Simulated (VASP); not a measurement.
Wanted: the native input for a VASP 6.6.1 run.

| Item | Value |
| --- | --- |
| Task | single point |
| Functional | PBE |
| Potentials or basis | VASP PAW PBE potentials, release 64 (Si, C) |
| Cutoff | 520 eV |
| k mesh | 12 × 12 × 12 |
| Occupations | gaussian, width 0.05 eV |
| Spin | no spin polarisation |
| Dipole correction | no |
| Further INCAR settings | ALGO = Normal; EDIFF = 1e-06; NBANDS = 11 |

The structure of SiC lies in POSCAR:

```
SiC
1.0
    0.0000000000      2.1413900000      2.1740000000
    2.1413900000      0.0000000000      2.1740000000
    2.1413900000      2.1413900000      0.0000000000
Si C
1 1
Direct
    0.0000000000      0.0000000000      0.0000000000
    0.7500000000      0.7500000000      0.7500000000
```

This cell differs from its parent crystal: strain -0.015 along x and y, +0.000 along z.

These files were run (other wordings do the same):

INCAR

```
PREC = Accurate
ENCUT = 520
EDIFF = 1E-6
ISMEAR = 0
SIGMA = 0.05
LREAL = False
LASPH = True
NELM = 100
ALGO = Normal
ISIF = 2
LWAVE = False
LCHARG = True
GGA = PE
LELF = True
LVHAR = True
NBANDS = 11
```

KPOINTS

```
regular mesh
0
Gamma
  12 12 12
```

Potentials or basis: VASP PAW PBE potentials, release 64 (Si, C).

Run with:

```console
$ cat potpaw_PBE.64/Si/POTCAR potpaw_PBE.64/C/POTCAR > POTCAR
$ mpirun -np 1 vasp_std > vasp.out
```

It gave:

```json
{
  "Pressure": "12.2 GPa",
  "Band gap on the k mesh": "1.24 eV, indirect (least direct gap 4.56 eV)"
}
```

Caveat: the cell differs from its parent crystal (strain -0.015 along x and y, +0.000 along z).

Wall time 16 s on 1 thread of AMD EPYC 9R45 96-Core Processor (Zen 5) (shared host), peak memory 0.12 GiB.
